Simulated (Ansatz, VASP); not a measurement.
**Two plane-wave programs on Al**

```
Al
1.0
     2.82795    0.00000    0.00000
    -1.41397    2.44907    0.00000
     0.00000    0.00000    9.36580
Al
4
Direct
  0.00000 0.00000 0.00000
  0.33333 0.66667 0.25000
  0.00000 0.00000 0.50000
  0.66667 0.33333 0.75000
```

Alike in both runs: functional PBEsol; k mesh 9 × 9 × 3; occupations fermi-dirac, width 0.1 eV; no spin polarisation.

Ansatz relaxed the structure, and its values are those at the end. VASP's run is a single point on that final structure, the one shown.

```csv
,VASP,Ansatz
version,VASP 6.6.1,Ansatz 0.2.0
potentials or method,"VASP PAW PBE potentials, release 64 (Al)","plane waves, PAW"
plane-wave cutoff (eV),520,420
valence electrons in the cell,12,12
```

|  | VASP | Ansatz | Ansatz less VASP |
| --- | --- | --- | --- |
| pressure (GPa) | 0.1 | 0.0 | -0.06 |

VASP's potentials were made for PBE, not for PBEsol. With one functional, cell and mesh, what is left measures potentials, basis and numerics. Ansatz's warnings: stress scf threshold loose.
